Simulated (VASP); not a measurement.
BaS, 4 atoms in the cell. The typed cell holds 4 atoms: a = 7.660 Å, b = 4.403 Å, c = 4.360 Å, α = 59.60°, β = 73.88°, γ = 92.46°. 

```yaml
Program: VASP 6.6.1
Task: relaxation of cell and atoms
Functional: PBE
Potentials_or_basis: VASP PAW PBE potentials, release 64 (Ba_sv, S)
Cutoff: 600 eV
k_mesh: 3 × 5 × 5, shifted
Occupations: gaussian, width 0.0313 eV
Spin: no spin polarisation
Target_pressure: 20 GPa
Dipole_correction: no
Further_INCAR_settings: ALGO = Normal; EDIFF = 1e-06; IBRION = 2; EDIFFG = -0.01; NSW = 100; ISIF = 3
```

Potentials or basis: VASP PAW PBE potentials, release 64 (Ba_sv, S).

The run is started by

```sh
$ cat potpaw_PBE.64/Ba_sv/POTCAR potpaw_PBE.64/S/POTCAR > POTCAR
$ mpirun -np 1 vasp_std > vasp.out
```

Hardware: 1 thread of AMD EPYC 7R43 64-Core Processor (Zen 3), with other jobs on the host.

Task: Estimate the wall time of this run.

Result: Wall time 29 min on 1 thread of AMD EPYC 7R43 64-Core Processor (Zen 3) (shared host), peak memory 0.29 GiB. Counts: scf iterations 156, k points 38, ion steps 21.
